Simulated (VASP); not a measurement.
# SiW6 in VASP: a series of runs

The runs below take SiW6 through single point, with PBE+D3(BJ).

All numbers are computed with VASP 6.6.1; they aren't measurements. Logs are shortened: lines on timing, memory, paths and dates and some standing lists are left out, and cuts for length are marked.

### Step 1. The cell of the first run

The cell holds a slab with vacuum, 7 atoms: a = 4.468 Å, b = 4.468 Å, c = 21.626 Å, α = 90.00°, β = 90.00°, γ = 120.00°.

### Step 2. Single point, PBE+D3(BJ)

File INCAR:

```
  ALGO = Normal
  DIPOL = 0.5 0.5 0.318
  EDIFF = 1E-7
  ENCUT = 520
  GGA = PE
  IDIPOL = 3
  ISIF = 2
  ISMEAR = 0
  IVDW = 12
  LASPH = T
  LCHARG = F
  LDIPOL = T
  LREAL = F
  LWAVE = F
  NBANDS = 53
  NELM = 80
  PREC = Accurate
  SIGMA = 0.1
```

File KPOINTS:

```
k-points
0
Gamma
  6 6 1
```

File POSCAR:

```
SiW6
1.0
    4.4682526257      0.0000000000      0.0000000000
   -2.2341263128      3.8696202844      0.0000000000
    0.0000000000      0.0000000000     21.6259061357
W Si
6 1
Direct
    0.6666666667      0.3333333333      0.1849633479
    0.3333333333      0.6666666667      0.2271386095
    0.0000000000      0.0000000000      0.2693138710
    0.6666666667      0.3333333333      0.3085097946
    0.3333333333      0.6666666667      0.3483008428
    0.0000000000      0.0000000000      0.3849968683
    0.0000000000      0.0000000000      0.5005989607
```

Potentials or basis: VASP PAW PBE potentials, release 64 (W_sv, Si).

The run is started by

```
$ cat potpaw_PBE.64/W_sv/POTCAR potpaw_PBE.64/Si/POTCAR > POTCAR
$ mpirun -np 1 vasp_std > vasp.out
```

OUTCAR:

```text
EDIFF = 1E-7
   ENCUT = 520
   GGA = PE
   ISIF = 2
   ISMEAR = 0
   IVDW = 12
   LASPH = T
   LREAL = F
   NELM = 80
   PREC = Accurate
 IVDW          = 12

 ion  position               nearest neighbor table
   1  0.667  0.333  0.185-   4 2.67   2 2.74   2 2.74   2 2.74   3 3.16   3 3.16   3 3.16
   2  0.333  0.667  0.227-   5 2.62   3 2.74   3 2.74   3 2.74   1 2.74   1 2.74   1 2.74   4 3.12
                             4 3.12   4 3.12
   3  0.000  0.000  0.269-   6 2.50   4 2.72   4 2.72   4 2.72   2 2.74   2 2.74   2 2.74   5 3.09
                             5 3.09   5 3.09   1 3.16   1 3.16   1 3.16
   4  0.667  0.333  0.309-   1 2.67   3 2.72   3 2.72   3 2.72   5 2.72   5 2.72   5 2.72   6 3.06
                             6 3.06   6 3.06   2 3.12   2 3.12   2 3.12
   5  0.333  0.667  0.348-   2 2.62   6 2.70   6 2.70   6 2.70   4 2.72   4 2.72   4 2.72   3 3.09
                             3 3.09   3 3.09
   6  0.000  0.000  0.385-   7 2.50   3 2.50   5 2.70   5 2.70   5 2.70   4 3.06   4 3.06   4 3.06

   7  0.000  0.000  0.501-   6 2.50

  LATTYP: Found a hexagonal cell.
 ALAT       =     4.4682526257
 C/A-ratio  =     4.8399022945

  Lattice vectors:

 A1 = (   4.4682526257,   0.0000000000,   0.0000000000)
 A2 = (  -2.2341263128,   3.8696202844,   0.0000000000)
 A3 = (   0.0000000000,   0.0000000000,  21.6259061357)

Analysis of symmetry for initial positions (statically):
=====================================================================
 Subroutine PRICEL returns:
 Original cell was already a primitive cell.

 Routine SETGRP: Setting up the symmetry group for a
 hexagonal supercell.

 Subroutine GETGRP returns: Found  6 space group operations
 (whereof  6 operations were pure point group operations)
 out of a pool of 24 trial point group operations.

The static configuration has the point symmetry C_3v.

Analysis of symmetry for dynamics (positions and initial velocities):
=====================================================================
 Subroutine PRICEL returns:
 Original cell was already a primitive cell.

 Routine SETGRP: Setting up the symmetry group for a
 hexagonal supercell.

 Subroutine GETGRP returns: Found  6 space group operations
 (whereof  6 operations were pure point group operations)
 out of a pool of 24 trial point group operations.

The dynamic configuration has the point symmetry C_3v.

 Subroutine INISYM returns: Found  6 space group operations
 (whereof  6 operations are pure point group operations),
 and found     1 'primitive' translations

----------------------------------------------------------------------------------------
[... 100 lines left out ...]
   ISMEAR =     0;   SIGMA  =   0.10  broadening in eV -4-tet -1-fermi 0-gaus
   EFERMI_NEDOS =   21; number of points for ismear=-14 and -15
   IALGO  =     38    algorithm
   IMIX   =      4    mixing-type and parameters
     AMIX     =   0.40;   BMIX     =  1.00
     AMIX_MAG =   1.60;   BMIX_MAG =  1.00
  volume/ion in A,a.u.               =      53.42       360.48
  Fermi-wavevector in a.u.,A,eV,Ry     =   1.010747  1.910034 13.899828  1.021609
  Thomas-Fermi vector in A             =   2.143754
   LORBIT       =      0    0 simple, 1 ext, 2 COOP (PROOUT), +10 PAW based schemes
   GGA     = PE    functional components
   LHFCALC =     F    Hartree Fock is set to
   AEXX    =    0.0000 exact exchange contribution
   IVDW    =    12    specifies the selected vdW correction
   LEPSILON=     F    determine dielectric tensor
   LRPA    =     F    only Hartree local field effects (RPA)
 non-spin polarized calculation
 Gauss-broadening in eV      SIGMA  =   0.10
  energy-cutoff  :      520.00
  volume of cell :      373.92
 maximum number of plane-waves:     10113
 NGX is ok and might be reduce to    36
   NGX = 17   NGY = 17   NGZ = 81

 dipolmoment           0.000000      0.000000     -0.819492 electrons x Angstroem

 number of electron      88.0000001 magnetization

 dipolmoment           0.000000      0.000000      0.089490 electrons x Angstroem

 Free energy of the ion-electron system (eV)
  ---------------------------------------------------
  ext. energy  EPLUGINS =         0.00000000
  ---------------------------------------------------
  free energy    TOTEN  =       -73.17087358 eV

  energy without entropy =      -73.13061691  energy(sigma->0) =      -73.15074524

 E-fermi :   0.2201     XC(G=0):  -5.2796

 val. band max:        0.1907267092   @ k =   0.5000  -0.0000   0.0000
 cond. band min:       0.2814970907   @ k =   0.3333   0.1667   0.0000
 fundamental gap:      0.0907703815
 Fermi energy:         0.2201299119

 k-point     1 :       0.0000    0.0000    0.0000
  band No.  band energies     occupation
      1     -73.8307      2.00000
      2     -73.7152      2.00000
      3     -73.6787      2.00000
      4     -73.5199      2.00000
      5     -73.3947      2.00000
      6     -73.2397      2.00000
[... 381 lines left out ...]
     52       1.6967      0.00000
     53       2.4118      0.00000

------------------------ aborting loop because EDIFF is reached ----------------------------------------

 vacuum level on the upper side and lower side of the slab       (xc-potential included)         0.338        -0.570

 Edisp (eV)   -2.85362

 E8    (eV) :    -1.4981

  FORCE on cell =-STRESS in cart. coord.  units (eV):
  Direction    XX          YY          ZZ          XY          YZ          ZX
  --------------------------------------------------------------------------------------
  -------------------------------------------------------------------------------------
  Total      -7.60737    -7.60737    -2.45247    -0.00000     0.00000    -0.00000
  in kB     -32.59604   -32.59604   -10.50833    -0.00000     0.00000    -0.00000
  external pressure =      -25.23 kB  Pullay stress =        0.00 kB

 VOLUME and BASIS-vectors are now :
 -----------------------------------------------------------------------------
  energy-cutoff  :      520.00
  volume of cell :      373.92
      direct lattice vectors                 reciprocal lattice vectors
     4.468252626  0.000000000  0.000000000     0.223801133  0.129211644  0.000000000
    -2.234126313  3.869620284  0.000000000     0.000000000  0.258423289  0.000000000
     0.000000000  0.000000000 21.625906136     0.000000000  0.000000000  0.046240837

 POSITION                                       TOTAL-FORCE (eV/Angst)
 -----------------------------------------------------------------------------------
      2.23413      1.28987      4.00000        -0.000000      0.000000      2.162707
     -0.00000      2.57975      4.91208        -0.000000      0.000000     -0.634626
      0.00000      0.00000      5.82416         0.000000     -0.000000     -2.762478
      2.23413      1.28987      6.67180        -0.000000      0.000000     -0.144271
     -0.00000      2.57975      7.53232         0.000000     -0.000000      0.833267
      0.00000      0.00000      8.32591         0.000000     -0.000000      1.207958
      0.00000      0.00000     10.82591         0.000000     -0.000000     -0.662558
 -----------------------------------------------------------------------------------
    total drift:                               -0.000000      0.000000     -0.000397

  FREE ENERGIE OF THE ION-ELECTRON SYSTEM (eV)
  ---------------------------------------------------
  free  energy   TOTEN  =       -76.0244902127 eV

  energy  without entropy=      -75.9842335515  energy(sigma->0) =      -76.00436188

 vacuum level on the upper side and lower side of the slab         4.961         4.029
```

OSZICAR:

```text
N       E                     dE             d eps       ncg     rms          rms(c)
DAV:   1     0.100081043766E+04    0.10008E+04   -0.53559E+04   942   0.151E+03
DAV:   2    -0.303283780352E+02   -0.10311E+04   -0.10145E+04   854   0.457E+02
DAV:   3    -0.761384618917E+02   -0.45810E+02   -0.44605E+02   906   0.941E+01
[... 24 lines left out ...]
DAV:  28    -0.731708720402E+02   -0.16602E-05   -0.13264E-07   628   0.118E-03    0.563E-04
DAV:  29    -0.731708731169E+02   -0.10767E-05   -0.81350E-08   556   0.108E-03    0.137E-04
DAV:  30    -0.731708733937E+02   -0.27678E-06   -0.15624E-08   500   0.492E-04    0.145E-04
DAV:  31    -0.731708735076E+02   -0.11388E-06   -0.59887E-09   492   0.290E-04    0.124E-04
DAV:  32    -0.731708735752E+02   -0.67605E-07   -0.45594E-09   471   0.290E-04
   1 F= -.76024490E+02 E0= -.76004362E+02  d E =-.402567E-01
```

Wall time 12 min (1 thread of Intel Xeon 8259CL, shared host); peak memory 0.52 GiB.

What came out:

| Property | Result |
| --- | --- |
| Free energy | -76.0245 eV |
| Largest force | 2.762 eV/Å |
| Band gap on the k mesh | zero (bands 44 and 45 overlap by 0.13 eV) |
| Dispersion energy per atom | -0.408 eV |

Forces in eV/Å, atoms in the order of the input:
```
W    0.000  0.000  2.163
W    0.000  0.000 -0.635
W    0.000  0.000 -2.762
W    0.000  0.000 -0.144
W    0.000  0.000  0.833
W    0.000  0.000  1.208
Si   0.000  0.000 -0.663
```

Caveat: spin-orbit coupling is left out, which moves the levels of the heavy elements.

### Step 3. Single point, PBE+D3(BJ)

File INCAR:

```
  PREC = Accurate
  ENCUT = 520
  EDIFF = 1E-6
  ISMEAR = 0
  SIGMA = 0.1
  LREAL = F
  LASPH = T
  NELM = 80
  ALGO = Normal
  ISIF = 2
  LWAVE = F
  LCHARG = F
  LDIPOL = T
  IDIPOL = 3
  DIPOL = 0.5 0.5 0.318
  GGA = PE
  IVDW = 12
  NBANDS = 53
```

File KPOINTS:

```
Automatic mesh
0
Gamma
  6 6 1
```

Edit POSCAR of step 2 so:

```diff
@@ -14,2 +14,2 @@
     0.0000000000      0.0000000000      0.3849968683
-    0.0000000000      0.0000000000      0.5005989607
+    0.3333333333      0.6666666667      0.5005989607
```

Potentials or basis: VASP PAW PBE potentials, release 64 (W_sv, Si).

The run is started by

```
$ cat potpaw_PBE.64/W_sv/POTCAR potpaw_PBE.64/Si/POTCAR > POTCAR
$ mpirun -np 1 vasp_std > vasp.out
```

OUTCAR:

```text
PREC = Accurate
   ENCUT = 520
   EDIFF = 1E-6
   ISMEAR = 0
   LREAL = F
   LASPH = T
   NELM = 80
   ISIF = 2
   GGA = PE
   IVDW = 12
 IVDW          = 12

 ion  position               nearest neighbor table
   1  0.667  0.333  0.185-   4 2.67   2 2.74   2 2.74   2 2.74   3 3.16   3 3.16   3 3.16
   2  0.333  0.667  0.227-   5 2.62   3 2.74   3 2.74   3 2.74   1 2.74   1 2.74   1 2.74   4 3.12
                             4 3.12   4 3.12
   3  0.000  0.000  0.269-   6 2.50   4 2.72   4 2.72   4 2.72   2 2.74   2 2.74   2 2.74   5 3.09
                             5 3.09   5 3.09   1 3.16   1 3.16   1 3.16
   4  0.667  0.333  0.309-   1 2.67   3 2.72   3 2.72   3 2.72   5 2.72   5 2.72   5 2.72   6 3.06
[... 599 lines left out ...]
  in kB     -36.24991   -36.24991   -34.33213    -0.00000     0.00000     0.00000
  external pressure =      -35.61 kB  Pullay stress =        0.00 kB

 VOLUME and BASIS-vectors are now :
 -----------------------------------------------------------------------------
  energy-cutoff  :      520.00
  volume of cell :      373.92
      direct lattice vectors                 reciprocal lattice vectors
     4.468252626  0.000000000  0.000000000     0.223801133  0.129211644  0.000000000
    -2.234126313  3.869620284  0.000000000     0.000000000  0.258423289  0.000000000
     0.000000000  0.000000000 21.625906136     0.000000000  0.000000000  0.046240837

 POSITION                                       TOTAL-FORCE (eV/Angst)
 -----------------------------------------------------------------------------------
      2.23413      1.28987      4.00000        -0.000000      0.000000      2.099865
     -0.00000      2.57975      4.91208        -0.000000     -0.000000     -0.975100
      0.00000      0.00000      5.82416         0.000000      0.000000     -1.420200
      2.23413      1.28987      6.67180         0.000000     -0.000000     -0.401246
     -0.00000      2.57975      7.53232         0.000000     -0.000000      1.489536
      0.00000      0.00000      8.32591         0.000000     -0.000000      1.285941
     -0.00000      2.57975     10.82591         0.000000      0.000000     -2.078796
 -----------------------------------------------------------------------------------
    total drift:                                0.000000      0.000000     -0.000820

  FREE ENERGIE OF THE ION-ELECTRON SYSTEM (eV)
  ---------------------------------------------------
  free  energy   TOTEN  =       -76.1233118653 eV

  energy  without entropy=      -76.0852133784  energy(sigma->0) =      -76.10426262

 vacuum level on the upper side and lower side of the slab         4.856         3.999
```

It took 11 min on 1 thread of Intel Xeon 8259CL, shared host; peak memory 0.53 GiB.

What came out:

```yaml
Free_energy: -76.1233 eV
Largest_force: 2.100 eV/Å
Band_gap_on_the_k_mesh: zero (bands 44 and 45 overlap by 0.38 eV)
Dispersion_energy_per_atom: -0.411 eV
```

Forces in eV/Å, atoms in the order of the input:
```
W    0.000  0.000  2.100
W    0.000  0.000 -0.975
W    0.000  0.000 -1.420
W    0.000  0.000 -0.401
W    0.000  0.000  1.490
W    0.000  0.000  1.286
Si   0.000  0.000 -2.079
```

Levels at points of the mesh, in eV from the Fermi level:
```
           k point  band 40  band 41  band 42  band 43  band 44  band 45  band 46  band 47  band 48  band 49
(0.00, 0.00, 0.00)    -1.24    -1.08    -1.08    -0.83    -0.44     1.23     1.23     1.25     1.64     1.64
(0.50, 0.00, 0.00)    -1.35    -0.99    -0.65    -0.32     0.08     0.16     0.24     0.79     1.35     1.50
```

Caveat: spin-orbit coupling is left out, which moves the levels of the heavy elements.

### Step 4. Single point, PBE+D3(BJ)

File INCAR:

```
SYSTEM = SiW6
PREC     = Accurate       ! precision mode
ENCUT    = 520            ! plane-wave cutoff, eV
EDIFF    = 1E-6           ! SCF threshold, eV
ISMEAR   = 0              ! smearing method
SIGMA    = 0.1            ! smearing width, eV
LREAL    = .False.        ! projectors in reciprocal space
LASPH    = .True.         ! aspherical terms in the spheres
NELM     = 60             ! most SCF steps
ALGO     = Normal         ! electronic algorithm
ISIF     = 2              ! what is computed and relaxed
LWAVE    = .False.        ! write WAVECAR
LCHARG   = .True.         ! write CHGCAR
LDIPOL   = .True.       
IDIPOL   = 3            
DIPOL    = 0.5 0.5 0.318
GGA      = PE             ! functional
IVDW     = 12             ! dispersion correction
LELF     = .True.         ! ELF
LVHAR    = .True.       
LVACPOTAV= .True.       
NBANDS   = 53             ! bands
```

File KPOINTS:

```
Automatic mesh
0
Gamma
  6 6 1
  0 0 0
```

Edit POSCAR of step 3 so:

```diff
@@ -14,2 +14,2 @@
     0.0000000000      0.0000000000      0.3849968683
-    0.3333333333      0.6666666667      0.5005989607
+    0.6666666667      0.3333333333      0.5005989607
```

The run is started by

```
$ cat potpaw_PBE.64/W_sv/POTCAR potpaw_PBE.64/Si/POTCAR > POTCAR
$ mpirun -np 1 vasp_std > vasp.out
```

Run time: 13 min. Hardware: 1 thread of Intel Xeon 8259CL, shared host; peak memory 0.52 GiB.

It converged, with:

```
Free energy                : -75.7359 eV
Largest force              : 2.013 eV/Å
Band gap on the k mesh     : 0.05 eV (least direct gap 0.11 eV)
Dispersion energy per atom : -0.413 eV
```

Forces in eV/Å, atoms in the order of the input:
```
W    0.000  0.000  1.965
W    0.000  0.000 -0.608
W    0.000  0.000 -1.829
W    0.000  0.000  0.373
W    0.000  0.000  0.879
W    0.000  0.000  1.233
Si   0.000  0.000 -2.013
```

Levels at points of the mesh, in eV from the valence-band top:
```csv
k point,band 41,band 42,band 43,band 44,band 45,band 46,band 47,band 48
"(0.00, 0.00, 0.00)",-1.06,-1.06,-0.77,-0.41,1.04,1.23,1.23,1.64
"(0.50, 0.00, 0.00)",-1.07,-0.72,-0.05,0.00,0.11,0.27,0.62,1.14
```

Caveat: spin-orbit coupling is left out, which moves the levels of the heavy elements.

### Step 5. The runs side by side

| cell | gap on the mesh (eV) | largest force (eV/Å) |
| --- | --- | --- |
| as given, atomic positions A | none | 2.76 |
| as given, atomic positions B | none | 2.10 |
| as given, atomic positions C | 0.05 | 2.01 |

Alike in all rows: task single point; level PBE+D3(BJ); potentials or basis VASP PAW PBE potentials, release 64 (W_sv, Si); no spin polarisation; k mesh 6 × 6 × 1; cutoff (eV) 520; smearing gaussian 0.1 eV.

Caveats: spin-orbit coupling is left out, which moves the levels of the heavy elements.

Absolute energies hang on the potentials; compare differences alone.
